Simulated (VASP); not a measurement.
A run of VASP 6.6.1:

Contents of INCAR:

```
ALGO = Normal
EDIFF = 1E-6
ENCUT = 520
GGA = PE
ISIF = 2
ISMEAR = 0
IVDW = 12
LASPH = True
LCHARG = False
LREAL = False
LWAVE = False
NBANDS = 20
NELM = 80
PREC = Accurate
SIGMA = 0.05
```

The input KPOINTS:

```
k-points
0
Gamma
  9 9 4
```

The input POSCAR:

```
Al2O3
1.0
    2.9172793866      0.0000000000      0.0000000000
   -1.4586396933      2.5264380587      0.0000000000
    0.0000000000      0.0000000000      7.4236882398
Al O
2 3
Direct
    0.0000000000      0.0000000000      0.1907358529
    0.0000000000      0.0000000000      0.8092641471
    0.3333333333      0.6666666667      0.3046509742
    0.6666666667      0.3333333333      0.0000000000
    0.3333333333      0.6666666667      0.6953490258
```

Potentials or basis: VASP PAW PBE potentials, release 64 (Al, O).

Run with:

```console
$ cat potpaw_PBE.64/Al/POTCAR potpaw_PBE.64/O/POTCAR > POTCAR
$ mpirun -np 1 vasp_std > vasp.out
```

Hardware: 1 thread of Intel Xeon 8259CL, with other jobs on the host.

Question: Estimate the wall time of this run.

Answer: Run time: 48 s on 1 thread of Intel Xeon 8259CL, with other jobs on the host, peak memory 0.2 GiB. Counts: scf iterations 14, k points 36.
